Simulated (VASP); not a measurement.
Runs of VASP 6.6.1 on Mo. The structure is that of space group Im-3m (No. 229), or close to it. The cells are those of the table. 

| task | cell | k mesh | cutoff (eV) | smearing | gap on the mesh (eV) | pressure (GPa) |
| --- | --- | --- | --- | --- | --- | --- |
| single point | a = 2.625 Å, angles 109.5°, 1 atom | 23 × 23 × 23 | 520 | fermi-dirac 0.1 eV | none | (a) |
| single point | a = 2.739 Å, angles 109.5°, 1 atom | 5 × 5 × 5 | 520 | fermi-dirac 0.1 eV | none | -2.1 |
| single point | a = 2.739 Å, angles 109.5°, 1 atom | 14 × 14 × 14 | 520 | fermi-dirac 0.01 eV | none | 0.7 |
| single point | a = 2.739 Å, angles 109.5°, 1 atom | 20 × 20 × 20 | 520 | fermi-dirac 0.1 eV | none | 0.1 |
| single point | a = 2.739 Å, angles 109.5°, 1 atom | 14 × 14 × 14 | 520 | methfessel-paxton 0.01 eV | none | 0.7 |
| single point | a = 2.739 Å, angles 109.5°, 1 atom | 14 × 14 × 14 | 520 | fermi-dirac 0.1 eV | none | 0.5 |
| single point | a = 2.739 Å, angles 109.5°, 1 atom | 14 × 14 × 14 | 520 | fermi-dirac 0.2 eV | none | 0.5 |
| single point | a = 2.739 Å, angles 109.5°, 1 atom | 11 × 11 × 11 | 520 | fermi-dirac 0.1 eV | none | (b) |
| single point | a = 2.739 Å, angles 109.5°, 1 atom | 14 × 14 × 14 | 520 | fermi-dirac 1 eV | none | 20.8 |
| relaxation of cell and atoms | relaxed from a = 2.726 Å, angles 109.5°, 1 atom | 14 × 14 × 14 | 600 | fermi-dirac 0.1 eV | none | -0.1 |
| single point | a = 2.739 Å, angles 109.5°, 1 atom | 14 × 14 × 14 | 520 | methfessel-paxton 0.2 eV | none | 0.6 |
| single point | a = 2.739 Å, angles 109.5°, 1 atom | 14 × 14 × 14 | 520 | gaussian 0.01 eV | none | 0.7 |

Alike in all rows: level PBE; potentials or basis VASP PAW PBE potentials, release 64 (Mo_sv); no spin polarisation.

Estimate the missing entries.

(a) 43.3; (b) 0.4.

Caveats: some runs use coarse meshes.

A k mesh can miss the band edges, and the runs leave out spin-orbit coupling on Mo.

A gap of «none» marks levels without a gap at the run's occupations.
